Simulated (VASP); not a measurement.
# NiSbO4 (P4/mmm) in VASP: single point with PBE

Aim: the single point of NiSbO4 with PBE.

Program: VASP 6.6.1. These are calculated values, not measurements. Logs are shortened: lines on timing, memory, paths and dates and some standing lists are left out, and cuts for length are marked.

## (1) The cell of the first run

It takes space group P4/mmm (No. 123, tetragonal). Conventional cell: a = 3.474 Å, b = 3.474 Å, c = 6.186 Å, α = 90.00°, β = 90.00°, γ = 90.00°. Ni (site symmetry 4/mmm) has 6 O at 1.74 to 1.99 Å within 2.3 Å. Within 3.6 Å of Sb (site symmetry 4/mmm) lie 16 O at 2.69 to 3.55 Å and 4 Sb at 3.47 Å. O (site symmetry 4mm) has 1 Ni at 1.99 Å and 5 O at 2.20 to 2.64 Å and 4 Sb at 2.69 Å within 2.7 Å. O (site symmetry mmm) has 2 Ni at 1.74 Å within 2.3 Å.

The cell was built from a structure type or drawn by symmetry, and may not be a known phase.

## (2) Single point, PBE, collinear spin

INCAR reads:

```
SYSTEM = NiSbO4
ALGO = Normal
EDIFF = 1E-6
ENCUT = 520
GGA = PE
ISIF = 2
ISMEAR = 0
ISPIN = 2
LASPH = .TRUE.
LCHARG = .FALSE.
LMAXMIX = 4
LORBIT = 11
LREAL = .FALSE.
LWAVE = .FALSE.
MAGMOM = 0.71 0 0 0 0.56 0.56
NBANDS = 32
NELM = 150
PREC = Accurate
SIGMA = 0.1
```

KPOINTS reads:

```
k-points
0
G
  12 12 6
  0 0 0
```

POSCAR reads:

```
NiSbO4
1.0
    3.4739802396      0.0000000000      0.0000000000
    0.0000000000      3.4739802396      0.0000000000
    0.0000000000      0.0000000000      6.1862455301
Ni Sb O
1 1 4
Direct
    0.0000000000      0.0000000000      0.0000000000
    0.5000000000      0.5000000000      0.5000000000
    0.0000000000      0.0000000000      0.6777039062
    0.0000000000      0.0000000000      0.3222960938
    0.5000000000      0.0000000000      0.0000000000
    0.0000000000      0.5000000000      0.0000000000
```

Potentials or basis: VASP PAW PBE potentials, release 64 (Ni, Sb, O).

Run with:

```bash
$ cat potpaw_PBE.64/Ni/POTCAR potpaw_PBE.64/Sb/POTCAR potpaw_PBE.64/O/POTCAR > POTCAR
$ mpirun -np 1 vasp_std > vasp.out
```

OUTCAR:

```text
SYSTEM = NiSbO4
   EDIFF = 1E-6
   ENCUT = 520
   GGA = PE
   ISIF = 2
   ISMEAR = 0
   ISPIN = 2
   LASPH = .TRUE.
   LORBIT = 11
   LREAL = .FALSE.
   NELM = 150
   PREC = Accurate

 ion  position               nearest neighbor table
   1  0.000  0.000  0.000-   5 1.74   6 1.74   6 1.74   5 1.74   3 1.99   4 1.99
   2  0.500  0.500  0.500-   3 2.69   4 2.69   3 2.69   4 2.69   3 2.69   4 2.69   3 2.69   4 2.69

   3  0.000  0.000  0.678-   1 1.99   2 2.69   2 2.69   2 2.69   2 2.69
   4  0.000  0.000  0.322-   1 1.99   2 2.69   2 2.69   2 2.69   2 2.69
   5  0.500  0.000  0.000-   1 1.74   1 1.74
   6  0.000  0.500  0.000-   1 1.74   1 1.74

  LATTYP: Found a simple tetragonal cell.
 ALAT       =     3.4739802396
 C/A-ratio  =     1.7807371094

  Lattice vectors:

 A1 = (   3.4739802396,   0.0000000000,   0.0000000000)
 A2 = (   0.0000000000,   3.4739802396,   0.0000000000)
 A3 = (   0.0000000000,   0.0000000000,   6.1862455301)

Analysis of symmetry for initial positions (statically):
=====================================================================
 Subroutine PRICEL returns:
 Original cell was already a primitive cell.

 Routine SETGRP: Setting up the symmetry group for a
 simple tetragonal supercell.

 Subroutine GETGRP returns: Found 16 space group operations
 (whereof 16 operations were pure point group operations)
 out of a pool of 16 trial point group operations.

The static configuration has the point symmetry D_4h.

Analysis of symmetry for dynamics (positions and initial velocities):
=====================================================================
 Subroutine PRICEL returns:
 Original cell was already a primitive cell.

 Routine SETGRP: Setting up the symmetry group for a
 simple tetragonal supercell.

 Subroutine GETGRP returns: Found 16 space group operations
 (whereof 16 operations were pure point group operations)
 out of a pool of 16 trial point group operations.

The dynamic configuration has the point symmetry D_4h.

Analysis of structural, dynamic, and magnetic symmetry:
=====================================================================
 Subroutine PRICEL returns:
 Original cell was already a primitive cell.

 Routine SETGRP: Setting up the symmetry group for a
 simple tetragonal supercell.

 Subroutine GETGRP returns: Found 16 space group operations
 (whereof 16 operations were pure point group operations)
 out of a pool of 16 trial point group operations.

The overall configuration has the point symmetry D_4h.

 Subroutine INISYM returns: Found 16 space group operations
 (whereof 16 operations are pure point group operations),
 and found     1 'primitive' translations

----------------------------------------------------------------------------------------

                                     Primitive cell

  volume of cell :      74.6589

  direct lattice vectors                    reciprocal lattice vectors
     3.473980240  0.000000000  0.000000000     0.287854257  0.000000000  0.000000000
     0.000000000  3.473980240  0.000000000     0.000000000  0.287854257  0.000000000
     0.000000000  0.000000000  6.186245530     0.000000000  0.000000000  0.161648935

  length of vectors
     3.473980240  3.473980240  6.186245530     0.287854257  0.287854257  0.161648935

  position of ions in fractional coordinates (direct lattice)
     0.000000000  0.000000000  0.000000000
     0.500000000  0.500000000  0.500000000
     0.000000000  0.000000000  0.677703906
     0.000000000  0.000000000  0.322296094
     0.500000000  0.000000000  0.000000000
     0.000000000  0.500000000  0.000000000

  ion indices of the primitive-cell ions
   primitive index   ion index
                 1           1
                 2           2
                 3           3
                 4           4
                 5           5
                 6           6

----------------------------------------------------------------------------------------

 KPOINTS: k-points

[... 27 lines left out ...]
  0.250000  0.000000  0.000000      4.000000
  0.333333  0.000000  0.000000      4.000000
  0.416667  0.000000  0.000000      4.000000
[... 16 lines left out ...]
  0.333333  0.333333  0.000000      4.000000
  0.416667  0.333333  0.000000      8.000000
 [... further k-points ...]
   k-points           NKPTS =    112   k-points in BZ     NKDIM =    112   number of bands    NBANDS=     32
   number of dos      NEDOS =    301   number of ions     NIONS =      6
   total plane-waves  NPLWV =  37632
   dimension x,y,z NGX =    28 NGY =   28 NGZ =   48
   dimension x,y,z NGXF=    56 NGYF=   56 NGZF=   96
   ions per type =               1   1   4
   NGX,Y,Z   is equivalent  to a cutoff of  13.40, 13.40, 12.90 a.u.
   NGXF,Y,Z  is equivalent  to a cutoff of  26.80, 26.80, 25.80 a.u.
 SYSTEM =  NiSbO4
   PREC   = accura    normal or accurate (medium, high low for compatibility)
   ISTART =      0    job   : 0-new  1-cont  2-samecut
   ICHARG =      2    charge: 1-file 2-atom 10-const
   ISPIN  =      2    spin polarized calculation?
   LNONCOLLINEAR =      F non collinear calculations
   LSORBIT =      F    spin-orbit coupling
   LASPH  =      T    aspherical Exc in radial PAW
   ENCUT  =  520.0 eV  38.22 Ry    6.18 a.u.   6.46  6.46 11.50*2*pi/ulx,y,z
   NELM   =    150;   NELMIN=  2; NELMDL= -5     # of ELM steps
   EDIFF  = 0.1E-05   stopping-criterion for ELM
   LREAL  =      F    real-space projection
   EDIFFG = 0.1E-04   stopping-criterion for IOM
   NSW    =      0    number of steps for IOM
   IBRION =     -1    ionic relax: 0-MD 1-quasi-New 2-CG
   NFREE  =      0    steps in history (QN), initial steepest desc. (CG)
   ISIF   =      2    stress and relaxation
   ISYM   =      2    0-nonsym 1-usesym 2-fastsym
   POTIM  = 0.5000    time-step for ionic-motion
   TEBEG  =    0.0;   TEEND  =   0.0 temperature during run
   PSTRESS=    0.0 pullay stress
   NELECT =      39.0000    total number of electrons
   NUPDOWN=      -1.0000    fix difference up-down
   EMIN   =  10.00;   EMAX   =-10.00  energy-range for DOS
   EFERMI =   0.00;   METHOD = LEGACY
   ISMEAR =     0;   SIGMA  =   0.10  broadening in eV -4-tet -1-fermi 0-gaus
   EFERMI_NEDOS =   21; number of points for ismear=-14 and -15
   IALGO  =     38    algorithm
   IMIX   =      4    mixing-type and parameters
     AMIX     =   0.40;   BMIX     =  1.00
     AMIX_MAG =   1.60;   BMIX_MAG =  1.00
  volume/ion in A,a.u.               =      12.44        83.97
  Fermi-wavevector in a.u.,A,eV,Ry     =   1.318466  2.491540 23.651739  1.738354
  Thomas-Fermi vector in A             =   2.448434
   LORBIT       =     11    0 simple, 1 ext, 2 COOP (PROOUT), +10 PAW based schemes
   GGA     = PE    functional components
   LHFCALC =     F    Hartree Fock is set to
   AEXX    =    0.0000 exact exchange contribution
   IVDW    =     0    specifies the selected vdW correction
   LEPSILON=     F    determine dielectric tensor
   LRPA    =     F    only Hartree local field effects (RPA)
 spin polarized calculation
 Gauss-broadening in eV      SIGMA  =   0.10
  energy-cutoff  :      520.00
  volume of cell :       74.66
 maximum number of plane-waves:      2047
 NGX is ok and might be reduce to    28
   NGX = 13   NGY = 13   NGZ = 23

 number of electron      39.0000000 magnetization       1.9943755

 Free energy of the ion-electron system (eV)
  ---------------------------------------------------
  ext. energy  EPLUGINS =         0.00000000
  ---------------------------------------------------
  free energy    TOTEN  =       -30.02604815 eV

  energy without entropy =      -30.01369324  energy(sigma->0) =      -30.01987069

 E-fermi :   4.8917     XC(G=0): -10.7412

 val. band max:        4.8903349620   @ k =   0.0000   0.0000   0.3333
 cond. band min:       4.8984417693   @ k =   0.2500   0.0000   0.0000
 fundamental gap:      0.0081068073
 Fermi energy:         4.8916577032

 spin component 1

 k-point     1 :       0.0000    0.0000    0.0000
  band No.  band energies     occupation
      1     -14.8630      1.00000
      2     -13.1044      1.00000
      3     -12.9879      1.00000
      4     -11.9719      1.00000
      5      -4.1591      1.00000
      6      -0.2918      1.00000
[... 805 lines left out ...]
     30      18.1824      0.00000
     31      19.0537      0.00000

 [... further k-points ...]

 spin component 2

 k-point     1 :       0.0000    0.0000    0.0000
  band No.  band energies     occupation
      1     -14.1484      1.00000
      2     -12.8583      1.00000
      3     -12.0011      1.00000
      4     -11.8863      1.00000
      5      -4.1610      1.00000
      6       0.1123      1.00000
[... 805 lines left out ...]
     30      18.2792      0.00000
     31      19.1821      0.00000

 [... further k-points ...]

 [bands above 31 left out]

------------------------ aborting loop because EDIFF is reached ----------------------------------------

  FORCE on cell =-STRESS in cart. coord.  units (eV):
  Direction    XX          YY          ZZ          XY          YZ          ZX
  --------------------------------------------------------------------------------------
  -------------------------------------------------------------------------------------
  Total        0.0662310      0.0662310     -0.0217494      0.0000000      0.0000000     -0.0000000
  in kB        1.4213143      1.4213143     -0.4667401      0.0000000      0.0000000     -0.0000000
  external PRESSURE =       0.7919629 kB  Pullay stress =       0.0000000 kB

 VOLUME and BASIS-vectors are now :
 -----------------------------------------------------------------------------
  energy-cutoff  :      520.00
  volume of cell :       74.66
      direct lattice vectors                 reciprocal lattice vectors
     3.473980240  0.000000000  0.000000000     0.287854257  0.000000000  0.000000000
     0.000000000  3.473980240  0.000000000     0.000000000  0.287854257  0.000000000
     0.000000000  0.000000000  6.186245530     0.000000000  0.000000000  0.161648935

 POSITION                                       TOTAL-FORCE (eV/Angst)
 -----------------------------------------------------------------------------------
      0.00000      0.00000      0.00000         0.000000     -0.000000      0.000000
      1.73699      1.73699      3.09312         0.000000     -0.000000      0.000000
      0.00000      0.00000      4.19244        -0.000000     -0.000000     -0.095675
      0.00000      0.00000      1.99380         0.000000      0.000000      0.095675
      1.73699      0.00000      0.00000         0.000000     -0.000000      0.000000
      0.00000      1.73699      0.00000         0.000000     -0.000000      0.000000
 -----------------------------------------------------------------------------------
    total drift:                               -0.000000      0.000000     -0.000000

  FREE ENERGIE OF THE ION-ELECTRON SYSTEM (eV)
  ---------------------------------------------------
  free  energy   TOTEN  =       -30.0260481514 eV

  energy  without entropy=      -30.0136932380  energy(sigma->0) =      -30.01987069

 total charge

# of ion       s       p       d       tot
------------------------------------------
    1        0.541   0.933   8.264   9.738
    2        1.368   0.625   0.044   2.036
    3        1.604   3.216   0.000   4.820
    4        1.604   3.216   0.000   4.820
    5        1.594   3.348   0.000   4.942
    6        1.594   3.348   0.000   4.942
--------------------------------------------------
tot          8.306  14.685   8.307  31.299

 magnetization (x)

# of ion       s       p       d       tot
------------------------------------------
    1       -0.001  -0.010   0.682   0.671
    2       -0.000  -0.022  -0.000  -0.022
    3       -0.000   0.045   0.000   0.045
    4       -0.000   0.045   0.000   0.045
    5        0.012   0.525   0.000   0.537
    6        0.012   0.525   0.000   0.537
--------------------------------------------------
tot          0.022   1.110   0.681   1.812
```

Wall time 5.1 min (1 thread of Intel Xeon 6975P-C (Granite Rapids), shared host); peak memory 0.51 GiB.

Results:

```
Free energy                                           : -30.0260 eV
Pressure                                              : 0.1 GPa
Largest force                                         : 0.096 eV/Å
Net moment                                            : 1.99 μB per cell
Site moments                                          : Ni +0.67; Sb -0.02; O +0.04, +0.54 (each value once) μB
Valence electrons inside the program's atomic spheres : Ni 9.74; Sb 2.04; O 4.82, 4.94 (each value once)
```

Forces on the atoms (eV/Å):
```
Ni   0.000  0.000  0.000
Sb   0.000  0.000  0.000
O    0.000  0.000 -0.096
O    0.000  0.000  0.096
O    0.000  0.000  0.000
O    0.000  0.000  0.000
```

Stress tensor (GPa, compression positive):
```
 0.14  0.00  0.00
 0.00  0.14  0.00
 0.00  0.00 -0.05
```

Caveat: spin-orbit coupling is left out, which moves the levels of the heavy elements; a cell with one magnetic atom can't hold antiferromagnetic order, which such compounds often take; semilocal functionals often make such compounds metallic where correlation or magnetic order opens a gap, which also shifts bond lengths.
